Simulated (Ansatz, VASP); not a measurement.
**One calculation of AlN, two programs**

Contents of INCAR:

```
SYSTEM = AlN
PREC = Accurate
ENCUT = 520
EDIFF = 1E-6
ISMEAR = 0
SIGMA = 0.02
LREAL = .FALSE.
LASPH = .TRUE.
NELM = 60
ALGO = Normal
ISIF = 2
LWAVE = .FALSE.
LCHARG = .TRUE.
GGA = PE
LELF = .TRUE.
LVHAR = .TRUE.
NBANDS = 16
```

The input KPOINTS:

```
regular mesh
0
G
  9 9 6
  0 0 0
```

The input POSCAR:

```
AlN
1.0
    3.3121157418      0.0000000000      0.0000000000
   -1.6560578709      2.8683763727      0.0000000000
    0.0000000000      0.0000000000      4.1875630000
Al N
2 2
Direct
    0.3333333300      0.6666666700      0.7500000000
    0.6666666700      0.3333333300      0.2500000000
    0.3333333300      0.6666666700      0.2500000000
    0.6802531517      0.3333333300      0.7500000000
```

Input for Ansatz:

```yaml
crystal:
  lattice:
    - [3.3121157418, 0.0, 0.0]
    - [-1.6560578709, 2.8683763727, 0.0]
    - [0.0, 0.0, 4.187563]
  atoms:
    - { symbol: Al, position: [0.33333333, 0.66666667, 0.75] }
    - { symbol: Al, position: [0.66666667, 0.33333333, 0.25] }
    - { symbol: "N", position: [0.33333333, 0.66666667, 0.25] }
    - { symbol: "N", position: [0.6802531517, 0.33333333, 0.75] }
basis:
  ecutwfc: 420
kpoints:
  mp_grid: { grid: [9, 9, 6] }
hamiltonian:
  xc: pbe
scf:
  occupations: { method: gaussian, width: 0.02 }
output:
  forces: true
  stress: true
  eigenvalues: true
  write_density: true
  write_potential: true
  elf: true
  volumetric_format: npy
```

Change from the starting cell: one atom moved.

Alike in both runs: task single point; functional PBE; k mesh 9 × 9 × 6; occupations gaussian, width 0.02 eV; no spin polarisation.

|  | VASP | Ansatz |
| --- | --- | --- |
| version | VASP 6.6.1 | Ansatz 0.2.0 |
| potentials or method | VASP PAW PBE potentials, release 64 (Al, N), cutoff 520 eV | scalar-relativistic, plane waves, PAW |
| valence electrons in the cell | 16 | 16 |

```tsv
	VASP	Ansatz	Ansatz less VASP
gap on the k mesh at the Fermi level (eV)	3.26	3.25	-0.010
least direct gap on the mesh (eV)	3.26	3.25	-0.010
pressure (GPa)	0.2	0.4	+0.26
traceless stress, the component that is largest in VASP (GPa)	2.43	2.43	-0.008
rms of the force components (eV/Å)	0.285	0.284	-0.0008
```

Atom by atom the forces differ by 0.001 eV/Å (rms over components).
